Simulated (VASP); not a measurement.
# C in VASP: notebook

Runs on C. Level: PBEsol. Tasks: single point.

All numbers are computed with VASP 6.6.1; they aren't measurements. Logs are shortened: lines on timing, memory, paths and dates and some standing lists are left out, and cuts for length are marked.

### Step 1. The cell of the first run

The cell holds a wire with vacuum, 15 atoms: a = 13.400 Å, b = 14.600 Å, c = 3.554 Å, α = 90.00°, β = 90.00°, γ = 90.00°.

### Step 2. Single point, PBEsol, collinear spin, ferromagnetic start

Contents of INCAR:

```
SYSTEM = C
ALGO     = Normal         ! electronic algorithm
EDIFF    = 1E-6           ! SCF threshold, eV
ENCUT    = 520            ! plane-wave cutoff, eV
GGA      = PS             ! functional
ISIF     = 2              ! what is computed and relaxed
ISMEAR   = 0              ! smearing method
ISPIN    = 2              ! spin polarisation
LASPH    = .True.         ! aspherical terms in the spheres
LCHARG   = .True.         ! write CHGCAR
LELF     = .True.         ! ELF
LORBIT   = 11             ! projections on sites
LREAL    = Auto         
LVHAR    = .True.       
LWAVE    = .False.        ! write WAVECAR
MAGMOM   = 0.3 0.3 0.3 0.3 0.3 0.3 0.3 0.3 0.3 0.3 0.3 0.3 0.3 0.3 0.3 ! initial moments
NBANDS   = 47             ! bands
NELM     = 150            ! most SCF steps
PREC     = Accurate       ! precision mode
SIGMA    = 0.05           ! smearing width, eV
```

Contents of KPOINTS:

```
k-points
0
Gamma
  1 1 9
  0 0 0
```

Contents of POSCAR:

```
C
1.0
   13.4000000000      0.0000000000      0.0000000000
    0.0000000000     14.6000000000      0.0000000000
    0.0000000000      0.0000000000      3.5538092272
C
15
Direct
    0.3342439726      0.5000000000      0.5000000000
    0.5994536164      0.5000000000      0.5000000000
    0.4005463836      0.4391471023      0.2500000000
    0.6657560274      0.4391471023      0.2500000000
    0.5994536164      0.3782942045      0.0000000000
    0.5994536164      0.6217057955      0.0000000000
    0.4005463836      0.5608528977      0.7500000000
    0.6657560274      0.5608528977      0.7500000000
    0.4668487945      0.5000000000      0.0000000000
    0.5331512055      0.4391471023      0.7500000000
    0.5331512055      0.6825586932      0.7500000000
    0.4668487945      0.3782942045      0.5000000000
    0.4668487945      0.6217057955      0.5000000000
    0.5331512055      0.3174413068      0.2500000000
    0.5331512055      0.5608528977      0.2500000000
```

Potentials or basis: VASP PAW PBE potentials, release 64 (C).

Started as:

```console
$ cat potpaw_PBE.64/C/POTCAR > POTCAR
$ mpirun -np 1 vasp_std > vasp.out
```

OUTCAR:

```text
SYSTEM = C
   EDIFF = 1E-6
   ENCUT = 520
   GGA = PS
   ISIF = 2
   ISMEAR = 0
   ISPIN = 2
   LASPH = .True.
   LORBIT = 11
   LREAL = Auto
   NELM = 150
   PREC = Accurate

 ion  position               nearest neighbor table
   1  0.334  0.500  0.500-   3 1.54   7 1.54
   2  0.599  0.500  0.500-  10 1.54  15 1.54   4 1.54   8 1.54
   3  0.401  0.439  0.250-   9 1.54   1 1.54  12 1.54
   4  0.666  0.439  0.250-   2 1.54   5 1.54
   5  0.599  0.378  0.000-  14 1.54  10 1.54   4 1.54
   6  0.599  0.622  0.000-  11 1.54  15 1.54   8 1.54
   7  0.401  0.561  0.750-   9 1.54   1 1.54  13 1.54
   8  0.666  0.561  0.750-   2 1.54   6 1.54
   9  0.467  0.500  0.000-   3 1.54   7 1.54  10 1.54  15 1.54
  10  0.533  0.439  0.750-   2 1.54   9 1.54   5 1.54  12 1.54
  11  0.533  0.683  0.750-   6 1.54  13 1.54
  12  0.467  0.378  0.500-  14 1.54   3 1.54  10 1.54
  13  0.467  0.622  0.500-  11 1.54   7 1.54  15 1.54
  14  0.533  0.317  0.250-   5 1.54  12 1.54
  15  0.533  0.561  0.250-   2 1.54   9 1.54   6 1.54  13 1.54

  LATTYP: Found a simple orthorhombic cell.
 ALAT       =     3.5538092272
 B/A-ratio  =     3.7706019494
 C/A-ratio  =     4.1082677957

  Lattice vectors:

 A1 = (   0.0000000000,   0.0000000000,   3.5538092272)
 A2 = (  13.4000000000,   0.0000000000,   0.0000000000)
 A3 = (   0.0000000000,  14.6000000000,   0.0000000000)

Analysis of symmetry for initial positions (statically):
=====================================================================
 Subroutine PRICEL returns:
 Original cell was already a primitive cell.

 Routine SETGRP: Setting up the symmetry group for a
 simple orthorhombic supercell.

 Subroutine GETGRP returns: Found  2 space group operations
 (whereof  2 operations were pure point group operations)
 out of a pool of  8 trial point group operations.

The static configuration has the point symmetry C_2 .

Analysis of symmetry for dynamics (positions and initial velocities):
=====================================================================
 Subroutine PRICEL returns:
 Original cell was already a primitive cell.

 Routine SETGRP: Setting up the symmetry group for a
 simple orthorhombic supercell.

 Subroutine GETGRP returns: Found  2 space group operations
 (whereof  2 operations were pure point group operations)
 out of a pool of  8 trial point group operations.

The dynamic configuration has the point symmetry C_2 .

Analysis of structural, dynamic, and magnetic symmetry:
=====================================================================
 Subroutine PRICEL returns:
 Original cell was already a primitive cell.

 Routine SETGRP: Setting up the symmetry group for a
 simple orthorhombic supercell.

 Subroutine GETGRP returns: Found  2 space group operations
 (whereof  2 operations were pure point group operations)
 out of a pool of  8 trial point group operations.

The overall configuration has the point symmetry C_2 .

 Subroutine INISYM returns: Found  2 space group operations
 (whereof  2 operations are pure point group operations),
 and found     1 'primitive' translations

----------------------------------------------------------------------------------------

                                     Primitive cell

  volume of cell :     695.2672

  direct lattice vectors                    reciprocal lattice vectors
    13.400000000  0.000000000  0.000000000     0.074626866  0.000000000  0.000000000
     0.000000000 14.600000000  0.000000000     0.000000000  0.068493151  0.000000000
     0.000000000  0.000000000  3.553809227     0.000000000  0.000000000  0.281388205

  length of vectors
    13.400000000 14.600000000  3.553809227     0.074626866  0.068493151  0.281388205

  position of ions in fractional coordinates (direct lattice)
     0.334243973  0.500000000  0.500000000
     0.599453616  0.500000000  0.500000000
[... 84 lines left out ...]
   LREAL  =      T    real-space projection
   EDIFFG = 0.1E-04   stopping-criterion for IOM
   NSW    =      0    number of steps for IOM
   IBRION =     -1    ionic relax: 0-MD 1-quasi-New 2-CG
   NFREE  =      0    steps in history (QN), initial steepest desc. (CG)
   ISIF   =      2    stress and relaxation
   ISYM   =      2    0-nonsym 1-usesym 2-fastsym
   POTIM  = 0.5000    time-step for ionic-motion
   TEBEG  =    0.0;   TEEND  =   0.0 temperature during run
   PSTRESS=    0.0 pullay stress
   NELECT =      60.0000    total number of electrons
   NUPDOWN=      -1.0000    fix difference up-down
   EMIN   =  10.00;   EMAX   =-10.00  energy-range for DOS
   EFERMI =   0.00;   METHOD = LEGACY
   ISMEAR =     0;   SIGMA  =   0.05  broadening in eV -4-tet -1-fermi 0-gaus
   EFERMI_NEDOS =   21; number of points for ismear=-14 and -15
   IALGO  =     38    algorithm
   IMIX   =      4    mixing-type and parameters
     AMIX     =   0.40;   BMIX     =  1.00
     AMIX_MAG =   1.60;   BMIX_MAG =  1.00
  volume/ion in A,a.u.               =      46.35       312.79
  Fermi-wavevector in a.u.,A,eV,Ry     =   0.723449  1.367121  7.120999  0.523379
  Thomas-Fermi vector in A             =   1.813668
   LORBIT       =     11    0 simple, 1 ext, 2 COOP (PROOUT), +10 PAW based schemes
   GGA     = PS    functional components
   LHFCALC =     F    Hartree Fock is set to
   AEXX    =    0.0000 exact exchange contribution
   IVDW    =     0    specifies the selected vdW correction
   LEPSILON=     F    determine dielectric tensor
   LRPA    =     F    only Hartree local field effects (RPA)
 spin polarized calculation
 Gauss-broadening in eV      SIGMA  =   0.05
  energy-cutoff  :      520.00
  volume of cell :      695.27
 maximum number of plane-waves:     18795
 NGX is ok and might be reduce to    98
   NGX = 49   NGY = 55   NGZ = 13

 number of electron      60.0000001 magnetization       2.0009583

 Free energy of the ion-electron system (eV)
  ---------------------------------------------------
  ext. energy  EPLUGINS =         0.00000000
  ---------------------------------------------------
  free energy    TOTEN  =      -115.15244891 eV

  energy without entropy =     -115.15167811  energy(sigma->0) =     -115.15206351

 E-fermi :  -4.2024     XC(G=0):  -2.8350

 val. band max:       -4.2772116461   @ k =   0.0000   0.0000   0.1111
 cond. band min:      -4.1294290342   @ k =   0.0000   0.0000   0.2222
 fundamental gap:      0.1477826119
 Fermi energy:        -4.2023524972

 spin component 1

 k-point     1 :       0.0000    0.0000    0.0000
  band No.  band energies     occupation
      1     -24.2221      1.00000
      2     -21.6622      1.00000
      3     -21.0437      1.00000
      4     -18.7311      1.00000
      5     -17.8988      1.00000
      6     -17.4472      1.00000
[... 214 lines left out ...]
     41       3.9585      0.00000
     42       4.0723      0.00000
 Fermi energy:        -4.2023524972

 spin component 2

 k-point     1 :       0.0000    0.0000    0.0000
  band No.  band energies     occupation
      1     -24.1582      1.00000
      2     -21.4894      1.00000
      3     -20.9718      1.00000
      4     -18.4288      1.00000
      5     -17.8256      1.00000
      6     -17.2664      1.00000
[... 214 lines left out ...]
     41       4.1021      0.00000
     42       4.1396      0.00000
 [bands above 42 left out]

------------------------ aborting loop because EDIFF is reached ----------------------------------------

  FORCE on cell =-STRESS in cart. coord.  units (eV):
  Direction    XX          YY          ZZ          XY          YZ          ZX
  --------------------------------------------------------------------------------------
  -------------------------------------------------------------------------------------
  Total      -18.6768218    -19.2684307    -17.2030607      0.0000000     -3.8139139      0.0000000
  in kB      -43.0389625    -44.4022689    -39.6428198      0.0000000     -8.7888025      0.0000000
  external PRESSURE =     -42.3613504 kB  Pullay stress =       0.0000000 kB

 VOLUME and BASIS-vectors are now :
 -----------------------------------------------------------------------------
  energy-cutoff  :      520.00
  volume of cell :      695.27
      direct lattice vectors                 reciprocal lattice vectors
    13.400000000  0.000000000  0.000000000     0.074626866  0.000000000  0.000000000
     0.000000000 14.600000000  0.000000000     0.000000000  0.068493151  0.000000000
     0.000000000  0.000000000  3.553809227     0.000000000  0.000000000  0.281388205

 POSITION                                       TOTAL-FORCE (eV/Angst)
 -----------------------------------------------------------------------------------
      4.47887      7.30000      1.77690         3.731099      0.000000      0.000000
      8.03268      7.30000      1.77690         3.022748      0.000000      0.000000
      5.36732      6.41155      0.88845        -0.449739      1.585314      3.097424
      8.92113      6.41155      0.88845        -2.809195     -1.033497     -2.796705
      8.03268      5.52310      0.00000        -0.973780      1.623817      3.888349
      8.03268      9.07690      0.00000        -0.973780     -1.623817     -3.888349
      5.36732      8.18845      2.66536        -0.449739     -1.585314     -3.097424
      8.92113      8.18845      2.66536        -2.809195      1.033497      2.796705
      6.25577      7.30000      0.00000        -1.690538      0.000000      0.000000
      7.14423      6.41155      2.66536        -0.005219     -2.066659     -0.105525
      7.14423      9.96536      2.66536         0.164942     -3.063042     -0.353891
      6.25577      5.52310      1.77690         1.541336     -0.069636     -3.441733
      6.25577      9.07690      1.77690         1.541336      0.069636      3.441733
      7.14423      4.63464      0.88845         0.164942      3.063042      0.353891
      7.14423      8.18845      0.88845        -0.005219      2.066659      0.105525
 -----------------------------------------------------------------------------------
    total drift:                               -0.014502     -0.000000      0.000000

  FREE ENERGIE OF THE ION-ELECTRON SYSTEM (eV)
  ---------------------------------------------------
  free  energy   TOTEN  =      -115.1524489072 eV

  energy  without entropy=     -115.1516781137  energy(sigma->0) =     -115.15206351

 total charge

# of ion       s       p       d       tot
------------------------------------------
    1        0.882   1.366   0.000   2.247
    2        0.842   1.671   0.000   2.514
    3        0.840   1.553   0.000   2.394
    4        0.893   1.369   0.000   2.262
    5        0.844   1.543   0.000   2.387
    6        0.844   1.543   0.000   2.387
    7        0.840   1.553   0.000   2.394
    8        0.893   1.369   0.000   2.262
    9        0.840   1.684   0.000   2.524
   10        0.849   1.665   0.000   2.514
   11        0.900   1.344   0.000   2.243
   12        0.843   1.551   0.000   2.394
   13        0.843   1.551   0.000   2.394
   14        0.900   1.344   0.000   2.243
   15        0.849   1.665   0.000   2.514
--------------------------------------------------
tot         12.903  22.770   0.000  35.673

 magnetization (x)

# of ion       s       p       d       tot
------------------------------------------
    1        0.057   0.360   0.000   0.417
    2        0.003   0.006   0.000   0.008
    3        0.004  -0.054   0.000  -0.050
    4       -0.022  -0.121   0.000  -0.143
    5        0.015   0.069   0.000   0.084
    6        0.015   0.069   0.000   0.084
    7        0.004  -0.054   0.000  -0.050
    8       -0.022  -0.121   0.000  -0.143
    9        0.008   0.043   0.000   0.051
   10       -0.000  -0.011   0.000  -0.011
   11        0.044   0.245   0.000   0.289
   12        0.029   0.121   0.000   0.150
   13        0.029   0.121   0.000   0.150
   14        0.044   0.245   0.000   0.289
   15       -0.000  -0.011   0.000  -0.011
--------------------------------------------------
tot          0.208   0.906   0.000   1.115
```

Run time: 24 min. Hardware: 1 thread of Oxide Virtual Turin-like, shared host; peak memory 0.91 GiB.

Results:

* Free energy: -115.1524 eV
* Largest force: 4.325 eV/Å
* Band gap on the k mesh: 0.15 eV, indirect (least direct gap 0.21 eV)
* Net moment: 2.00 μB per cell
* Site moments: C +0.42, +0.01, -0.05, -0.14, +0.08, +0.05, -0.01, +0.29, +0.15 μB
* Valence electrons inside the program's atomic spheres: C 2.25, 2.51, 2.39, 2.26, 2.52, 2.24

Forces on the atoms (eV/Å):
```
C    3.731  0.000  0.000
C    3.023  0.000  0.000
C   -0.450  1.585  3.097
C   -2.809 -1.033 -2.797
C   -0.974  1.624  3.888
C   -0.974 -1.624 -3.888
C   -0.450 -1.585 -3.097
C   -2.809  1.033  2.797
C   -1.691  0.000  0.000
C   -0.005 -2.067 -0.106
C    0.165 -3.063 -0.354
C    1.541 -0.070 -3.442
C    1.541  0.070  3.442
C    0.165  3.063  0.354
C   -0.005  2.067  0.106
```

Levels at points of the mesh, in eV from the valence-band top:
Spin up:
| k point | band 28 | band 29 | band 30 | band 31 | band 32 | band 33 | band 34 | band 35 |
| --- | --- | --- | --- | --- | --- | --- | --- | --- |
| (0.00, 0.00, 0.00) | -0.78 | -0.68 | -0.06 | -0.05 | 0.40 | 0.50 | 0.78 | 1.03 |
Spin down:
| k point | band 27 | band 28 | band 29 | band 30 | band 31 | band 32 |
| --- | --- | --- | --- | --- | --- | --- |
| (0.00, 0.00, 0.00) | -1.05 | -0.52 | -0.39 | 0.47 | 0.64 | 0.87 |

Caveat: the PAW data sets were made with another functional, which shifts forces and pressure a little.

### Step 3. Single point, PBEsol, collinear spin, ferromagnetic start

This run uses another cell than the first one, of 48.71 Å³/atom, 1.051 times its volume.

Contents of INCAR:

```
SYSTEM = C
ALGO = Normal ; EDIFF = 1E-7
ENCUT = 520 ; GGA = PS
ISIF = 2 ; ISMEAR = 0
ISPIN = 2 ; LASPH = .TRUE.
LCHARG = .FALSE. ; LORBIT = 11
LREAL = Auto ; LWAVE = .FALSE.
MAGMOM = 0.3 0.3 0.3 0.3 0.3 0.3 0.3 0.3 0.3 0.3 0.3 0.3 0.3 0.3 0.3 ; NBANDS = 47
NELM = 150 ; PREC = Accurate
SIGMA = 0.05
```

Contents of KPOINTS:

```
k-points
0
G
  1 1 9
  0 0 0
```

Contents of POSCAR:

```
C
1.0
   13.4000000000      0.0000000000      0.0000000000
    0.0000000000     14.6000000000      0.0000000000
    0.0000000000      0.0000000000      3.7344764710
C
15
Direct
    0.3308793646      0.5000000000      0.5000000000
    0.6196728441      0.5000000000      0.5000000000
    0.3871881761      0.4419079700      0.2811001427
    0.6570668053      0.4651233194      0.1320274868
    0.6038135728      0.3904704157     -0.0061497832
    0.6038135728      0.6095295843      0.0061497832
    0.3871881761      0.5580920300      0.7188998573
    0.6570668053      0.5348766806      0.8679725132
    0.3897946718      0.5000000000      0.0000000000
    0.5652629173      0.4088130362      0.6235627663
    0.5512214530      0.6450544465      0.7109108235
    0.4644540600      0.3820752125      0.4273239010
    0.4644540600      0.6179247875      0.5726760990
    0.5512214530      0.3549455535      0.2890891765
    0.5652629173      0.5911869638      0.3764372337
```

Potentials or basis: VASP PAW PBE potentials, release 64 (C).

Started as:

```console
$ cat potpaw_PBE.64/C/POTCAR > POTCAR
$ mpirun -np 1 vasp_std > vasp.out
```

Run time: 26 min. Hardware: 1 thread of Oxide Virtual Turin-like, shared host; peak memory 0.93 GiB.

Results (log left out):

| Property | Result |
| --- | --- |
| Free energy | -125.4817 eV |
| Largest force | 0.101 eV/Å |
| Band gap on the k mesh | 0.67 eV, direct |
| Net moment | 0.00 μB per cell |
| Valence electrons inside the program's atomic spheres | C 2.48, 2.62, 2.58, 2.59, 2.56, 2.49, 2.65, 2.55 |

Forces on the atoms (eV/Å):
```
C   -0.066  0.000  0.000
C    0.003  0.000  0.000
C   -0.002 -0.047 -0.018
C    0.043 -0.017  0.026
C    0.009 -0.051 -0.042
C    0.009  0.051  0.042
C   -0.002  0.047  0.018
C    0.043  0.017 -0.026
C    0.010  0.000  0.000
C    0.017  0.018  0.058
C    0.048  0.076  0.047
C   -0.088 -0.005  0.021
C   -0.088  0.005 -0.021
C    0.048 -0.076 -0.047
C    0.017 -0.018 -0.058
```

Levels at points of the mesh, in eV from the valence-band top:
Spin up:
| k point | band 26 | band 27 | band 28 | band 29 | band 30 | band 31 | band 32 | band 33 | band 34 | band 35 |
| --- | --- | --- | --- | --- | --- | --- | --- | --- | --- | --- |
| (0.00, 0.00, 0.00) | -2.70 | -2.30 | -1.95 | -0.62 | -0.03 | 1.04 | 1.19 | 2.36 | 2.53 | 2.91 |
Spin down:
```csv
k point,band 26,band 27,band 28,band 29,band 30,band 31,band 32,band 33,band 34,band 35
"(0.00, 0.00, 0.00)",-2.70,-2.30,-1.95,-0.62,-0.03,1.04,1.19,2.36,2.53,2.91
```

Caveat: the PAW data sets were made with another functional, which shifts forces and pressure a little.
